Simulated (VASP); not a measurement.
A run of VASP 6.6.1 is set up as follows.

The input INCAR:

```
PREC     = Accurate       # precision mode
ENCUT    = 600            # plane-wave cutoff, eV
EDIFF    = 1E-6           # SCF threshold, eV
ISMEAR   = -1             # smearing method
SIGMA    = 0.02           # smearing width, eV
LREAL    = F              # projectors in reciprocal space
LASPH    = T              # aspherical terms in the spheres
NELM     = 80             # most SCF steps
ALGO     = Normal         # electronic algorithm
ISIF     = 3              # what is computed and relaxed
LWAVE    = F              # write WAVECAR
LCHARG   = F              # write CHGCAR
GGA      = PS             # functional
IBRION   = 2              # ionic algorithm
NSW      = 80             # ionic steps
EDIFFG   = -0.01          # ionic threshold
```

KPOINTS

```
regular mesh
0
Gamma
  15 15 15
```

File POSCAR:

```
S
1.0
    2.7300000000      0.0000000000      0.0000000000
    0.0000000000      2.7300000000      0.0000000000
    0.0000000000      0.0000000000      2.7300000000
S
1
Direct
    0.0000000000      0.0000000000      0.0000000000
```

Potentials or basis: VASP PAW PBE potentials, release 64 (S).

The run is started by

```bash
$ cat potpaw_PBE.64/S/POTCAR > POTCAR
$ mpirun -np 1 vasp_std > vasp.out
```

Estimate the relaxed cell.

a = 2.538 Å, b = 2.538 Å, c = 2.538 Å, α = 90.00°, β = 90.00°, γ = 90.00°.

Predict the relaxed volume.

16.35 Å³/atom.

Predict the band gap on the k mesh.

zero (band 3 reaches 10.88 eV, above the bottom of band 4 at 3.78 eV).

What does it give for the space group after relaxing (to 0.05 Å)?

Pm-3m (No. 221).

Final structure:
```
CELL_PARAMETERS angstrom
2.53832 0.00000 0.00000
0.00000 2.53832 0.00000
0.00000 0.00000 2.53832
ATOMIC_POSITIONS crystal
S 0.00000 0.00000 0.00000
```

Caveat: the volume moved by over 15 % at a fixed basis, so the end points are rough; the PAW data sets were made with another functional, which shifts forces and pressure a little.
